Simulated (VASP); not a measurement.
# EuS (Fm-3m) in VASP: further runs, part 2 of 2

VASP 6.6.1. The steps go on from the part before.

## Step 4: Electric field gradients, PBE, collinear spin, ferromagnetic start

This run uses another cell than the first one, of 26.42 Å³/atom.

INCAR

```
SYSTEM = EuS
ALGO = Normal
EDIFF = 1E-8
ENCUT = 520
GGA = PE
GGA_COMPAT = .False.
ISIF = 2
ISMEAR = -1
ISPIN = 2
LASPH = .True.
LCHARG = .False.
LEFG = .True.
LMAXMIX = 6
LORBIT = 11
LREAL = .False.
LWAVE = .False.
MAGMOM = 7 0
NBANDS = 22
NELM = 200
PREC = Accurate
SIGMA = 0.05
```

KPOINTS

```
k-points
0
Gamma
  10 10 10
  0 0 0
```

POSCAR

```
EuS
1.0
    0.0000000000      2.9785000000      2.9785000000
    2.9785000000      0.0000000000      2.9785000000
    2.9785000000      2.9785000000      0.0000000000
Eu S
1 1
Direct
    0.0000000000      0.0000000000      0.0000000000
    0.5000000000      0.5000000000      0.5000000000
```

Potentials or basis: VASP PAW PBE potentials, release 64 (Eu, S).

Started as:

```sh
$ cat potpaw_PBE.64/Eu/POTCAR potpaw_PBE.64/S/POTCAR > POTCAR
$ mpirun -np 1 vasp_std > vasp.out
```

OUTCAR:

```text
SYSTEM = EuS
   EDIFF = 1E-8
   ENCUT = 520
   GGA = PE
   ISIF = 2
   ISMEAR = -1
   ISPIN = 2
   LASPH = .True.
   LORBIT = 11
   LREAL = .False.
   NELM = 200
   PREC = Accurate

 ion  position               nearest neighbor table
   1  0.000  0.000  0.000-   2 2.98   2 2.98   2 2.98   2 2.98   2 2.98   2 2.98
   2  0.500  0.500  0.500-   1 2.98   1 2.98   1 2.98   1 2.98   1 2.98   1 2.98

  LATTYP: Found a face centered cubic cell.
 ALAT       =     5.9570000000

  Lattice vectors:

 A1 = (   0.0000000000,   2.9785000000,   2.9785000000)
 A2 = (   2.9785000000,   0.0000000000,   2.9785000000)
 A3 = (   2.9785000000,   2.9785000000,   0.0000000000)

Analysis of symmetry for initial positions (statically):
=====================================================================
 Subroutine PRICEL returns:
 Original cell was already a primitive cell.

 Routine SETGRP: Setting up the symmetry group for a
 face centered cubic supercell.

 Subroutine GETGRP returns: Found 48 space group operations
 (whereof 48 operations were pure point group operations)
 out of a pool of 48 trial point group operations.

The static configuration has the point symmetry O_h .

Analysis of symmetry for dynamics (positions and initial velocities):
=====================================================================
 Subroutine PRICEL returns:
 Original cell was already a primitive cell.

 Routine SETGRP: Setting up the symmetry group for a
 face centered cubic supercell.

 Subroutine GETGRP returns: Found 48 space group operations
 (whereof 48 operations were pure point group operations)
[... 1383 lines left out ...]
  -------------------------------------------------------------------------------------
  Total       -0.9307148     -0.9307148     -0.9307148      0.0000000      0.0000000      0.0000000
  in kB      -28.2165801    -28.2165801    -28.2165801      0.0000000      0.0000000      0.0000000
  external PRESSURE =     -28.2165801 kB  Pullay stress =       0.0000000 kB

 VOLUME and BASIS-vectors are now :
 -----------------------------------------------------------------------------
  energy-cutoff  :      520.00
  volume of cell :       52.85
      direct lattice vectors                 reciprocal lattice vectors
     0.000000000  2.978500000  2.978500000    -0.167869733  0.167869733  0.167869733
     2.978500000  0.000000000  2.978500000     0.167869733 -0.167869733  0.167869733
     2.978500000  2.978500000  0.000000000     0.167869733  0.167869733 -0.167869733

 POSITION                                       TOTAL-FORCE (eV/Angst)
 -----------------------------------------------------------------------------------
      0.00000      0.00000      0.00000         0.000000      0.000000     -0.000000
      2.97850      2.97850      2.97850        -0.000000     -0.000000      0.000000
 -----------------------------------------------------------------------------------
    total drift:                                0.000000     -0.000000     -0.000000

  FREE ENERGIE OF THE ION-ELECTRON SYSTEM (eV)
  ---------------------------------------------------
  free  energy   TOTEN  =       -19.9014539840 eV

  energy  without entropy=      -19.8901491309  energy(sigma->0) =      -19.89580156

 Electric field gradients (V/A^2)
---------------------------------------------------------------------
 ion       V_xx      V_yy      V_zz      V_xy      V_xz      V_yz
---------------------------------------------------------------------
   1      -0.000    -0.000    -0.000    -0.001    -0.001    -0.001
   2       0.000     0.000    -0.000    -0.000    -0.000    -0.000
---------------------------------------------------------------------

 Electric field gradients after diagonalization (V/A^2)
 (convention: |V_zz| > |V_xx| > |V_yy|)
----------------------------------------------------------------------
 ion       V_xx      V_yy      V_zz     asymmetry (V_yy - V_xx)/ V_zz
----------------------------------------------------------------------
   1       0.001     0.001    -0.003       0.000
   2       0.000     0.000    -0.001       0.000
----------------------------------------------------------------------

           NMR quadrupolar parameters

 Cq : quadrupolar parameter    Cq=e*Q*V_zz/h
 eta: asymmetry parameters     (V_yy - V_xx)/ V_zz
 Q  : nuclear electric quadrupole moment in mb (millibarn)
----------------------------------------------------------------------
 ion       Cq(MHz)       eta       Q (mb)
----------------------------------------------------------------------
   1      -0.000       0.000       1.000
   2      -0.000       0.000       1.000
----------------------------------------------------------------------

 total charge

# of ion       s       p       d       f       tot
--------------------------------------------------
    1        2.027   5.757   0.306   6.654  14.744
    2        1.316   2.430   0.000   0.000   3.746
--------------------------------------------------
tot          3.343   8.187   0.306   6.654  18.490

 magnetization (x)

# of ion       s       p       d       f       tot
--------------------------------------------------
    1       -0.015  -0.114   0.092   6.623   6.587
    2       -0.007  -0.066   0.000   0.000  -0.072
--------------------------------------------------
tot         -0.021  -0.179   0.092   6.623   6.515
```

OSZICAR:

```text
N       E                     dE             d eps       ncg     rms          rms(c)
DAV:   1     0.143286398821E+03    0.14329E+03   -0.86409E+03  5720   0.443E+03
DAV:   2     0.597719636177E+01   -0.13731E+03   -0.12182E+03  5696   0.376E+02
[... 12 lines left out ...]
DAV:  15    -0.199014499888E+02   -0.17952E-04   -0.16750E-05  6332   0.338E-02    0.122E-01
DAV:  16    -0.199014542850E+02   -0.42963E-05   -0.11587E-05  6610   0.398E-02    0.839E-02
DAV:  17    -0.199014536874E+02    0.59758E-06   -0.30700E-06  7438   0.212E-02    0.291E-02
DAV:  18    -0.199014539690E+02   -0.28152E-06   -0.56364E-07  5932   0.577E-03    0.659E-03
DAV:  19    -0.199014539806E+02   -0.11642E-07   -0.88149E-08  6736   0.342E-03    0.187E-03
DAV:  20    -0.199014539840E+02   -0.34074E-08   -0.16598E-08  4948   0.137E-03
   1 F= -.19901454E+02 E0= -.19895802E+02  d E =-.113049E-01  mag=     6.9808
```

Wall time 1.9 min (1 thread of Oxide Virtual Turin-like, shared host); peak memory 0.24 GiB.

What came out:

```
Free energy                                           : -19.9015 eV
Pressure                                              : -2.8 GPa
Band gap on the k mesh                                : zero (filled and empty bands overlap)
Net moment                                            : 6.98 μB per cell
Site moments                                          : Eu +6.59; S -0.07 μB
Largest electric field gradient by atom               : under 0.05 V/Å² on every atom
Valence electrons inside the program's atomic spheres : Eu 14.74; S 3.75
```

Caveat: spin-orbit coupling is left out, which moves the levels of the heavy elements; a cell with one magnetic atom can't hold antiferromagnetic order, which such compounds often take; semilocal functionals describe open f shells poorly, which spoils levels, moments and volumes.

## Step 5: Electric field gradients, PBE, collinear spin, ferromagnetic start

This run uses another cell than the first one, of 26.42 Å³/atom.

INCAR

```
PREC     = Accurate       # precision mode
ENCUT    = 520            # plane-wave cutoff, eV
EDIFF    = 1E-8           # SCF threshold, eV
ISMEAR   = -1             # smearing method
SIGMA    = 0.05           # smearing width, eV
LREAL    = False          # projectors in reciprocal space
LASPH    = True           # aspherical terms in the spheres
NELM     = 200            # most SCF steps
ALGO     = Normal         # electronic algorithm
ISIF     = 2              # what is computed and relaxed
LWAVE    = False          # write WAVECAR
LCHARG   = False          # write CHGCAR
ISPIN    = 2              # spin polarisation
MAGMOM   = 7 0            # initial moments
LORBIT   = 11             # projections on sites
LMAXMIX  = 6              # l up to which the mixer works
GGA      = PE             # functional
LEFG     = True         
NBANDS   = 22             # bands
GGA_COMPAT= False
```

KPOINTS

```
regular mesh
0
Gamma
  10 10 10
```

POSCAR is that of step 4.

Potentials or basis: VASP PAW PBE potentials, release 64 (Eu, S).

Started as:

```sh
$ cat potpaw_PBE.64/Eu/POTCAR potpaw_PBE.64/S/POTCAR > POTCAR
$ mpirun -np 1 vasp_std > vasp.out
```

OUTCAR:

```text
PREC = Accurate
   ENCUT = 520
   EDIFF = 1E-8
   ISMEAR = -1
   LREAL = False
   LASPH = True
   NELM = 200
   ISIF = 2
   ISPIN = 2
   LORBIT = 11
   GGA = PE

 ion  position               nearest neighbor table
   1  0.000  0.000  0.000-   2 2.98   2 2.98   2 2.98   2 2.98   2 2.98   2 2.98
   2  0.500  0.500  0.500-   1 2.98   1 2.98   1 2.98   1 2.98   1 2.98   1 2.98

  LATTYP: Found a face centered cubic cell.
 ALAT       =     5.9570000000

  Lattice vectors:

 A1 = (   0.0000000000,   2.9785000000,   2.9785000000)
 A2 = (   2.9785000000,   0.0000000000,   2.9785000000)
 A3 = (   2.9785000000,   2.9785000000,   0.0000000000)

Analysis of symmetry for initial positions (statically):
=====================================================================
 Subroutine PRICEL returns:
 Original cell was already a primitive cell.

 Routine SETGRP: Setting up the symmetry group for a
 face centered cubic supercell.
[... 1419 lines left out ...]
    total drift:                                0.000000     -0.000000     -0.000000

  FREE ENERGIE OF THE ION-ELECTRON SYSTEM (eV)
  ---------------------------------------------------
  free  energy   TOTEN  =       -19.9014539840 eV

  energy  without entropy=      -19.8901491309  energy(sigma->0) =      -19.89580156

 Electric field gradients (V/A^2)
---------------------------------------------------------------------
 ion       V_xx      V_yy      V_zz      V_xy      V_xz      V_yz
---------------------------------------------------------------------
   1      -0.000    -0.000    -0.000    -0.001    -0.001    -0.001
   2       0.000     0.000    -0.000    -0.000    -0.000    -0.000
---------------------------------------------------------------------

 Electric field gradients after diagonalization (V/A^2)
 (convention: |V_zz| > |V_xx| > |V_yy|)
----------------------------------------------------------------------
 ion       V_xx      V_yy      V_zz     asymmetry (V_yy - V_xx)/ V_zz
----------------------------------------------------------------------
   1       0.001     0.001    -0.003       0.000
   2       0.000     0.000    -0.001       0.000
----------------------------------------------------------------------

           NMR quadrupolar parameters

 Cq : quadrupolar parameter    Cq=e*Q*V_zz/h
 eta: asymmetry parameters     (V_yy - V_xx)/ V_zz
 Q  : nuclear electric quadrupole moment in mb (millibarn)
----------------------------------------------------------------------
 ion       Cq(MHz)       eta       Q (mb)
----------------------------------------------------------------------
   1      -0.000       0.000       1.000
   2      -0.000       0.000       1.000
----------------------------------------------------------------------

 total charge

# of ion       s       p       d       f       tot
--------------------------------------------------
    1        2.027   5.757   0.306   6.654  14.744
    2        1.316   2.430   0.000   0.000   3.746
--------------------------------------------------
tot          3.343   8.187   0.306   6.654  18.490

 magnetization (x)

# of ion       s       p       d       f       tot
--------------------------------------------------
    1       -0.015  -0.114   0.092   6.623   6.587
    2       -0.007  -0.066   0.000   0.000  -0.072
--------------------------------------------------
tot         -0.021  -0.179   0.092   6.623   6.515
```

stdout:

```text
POSCAR found type information on POSCAR EuS
 POSCAR found :  2 types and       2 ions
 scaLAPACK will be used
 LDA part: xc-table for (Slater+PW92), standard interpolation
 POSCAR, INCAR and KPOINTS ok, starting setup
 FFT: planning ... GRIDC
 FFT: planning ... GRID_SOFT
 FFT: planning ... GRID
 WAVECAR not read
 entering main loop
ion   1

ion   2
```

Run time: 2.2 min. Hardware: 1 thread of Oxide Virtual Turin-like, shared host; peak memory 0.24 GiB.

What came out:

| Quantity | Value |
| --- | --- |
| Free energy | -19.9015 eV |
| Pressure | -2.8 GPa |
| Band gap on the k mesh | zero (filled and empty bands overlap) |
| Net moment | 6.98 μB per cell |
| Site moments | Eu +6.59; S -0.07 μB |
| Largest electric field gradient by atom | under 0.05 V/Å² on every atom |
| Valence electrons inside the program's atomic spheres | Eu 14.74; S 3.75 |

Caveat: spin-orbit coupling is left out, which moves the levels of the heavy elements; a cell with one magnetic atom can't hold antiferromagnetic order, which such compounds often take; semilocal functionals describe open f shells poorly, which spoils levels, moments and volumes. With open d or f shells a metallic result of PBE can be an artefact of self-interaction; +U or a hybrid may open a gap.

## Step 6: Summary

| cell | gap on the mesh (eV) | pressure (GPa) | moment (μB) |
| --- | --- | --- | --- |
| a = 4.127 Å, angles 60.0°, 2 atoms | none | 0.0 | 6.95 |
| a = 4.184 Å, angles 60.0°, 2 atoms | none | -2.0 | 6.97 |
| a = 4.212 Å, angles 60.0°, 2 atoms | none | -2.8 | 6.98 |

Alike in all rows: task electric field gradients; level PBE; potentials or basis VASP PAW PBE potentials, release 64 (Eu, S); spin collinear, ferromagnetic start; k mesh 10 × 10 × 10; cutoff (eV) 520; smearing fermi-dirac 0.05 eV.

Caveats: spin-orbit coupling is left out, which moves the levels of the heavy elements; a cell with one magnetic atom can't hold antiferromagnetic order, which such compounds often take; semilocal functionals describe open f shells poorly, which spoils levels, moments and volumes.

Absolute energies hang on the potentials; compare differences alone.
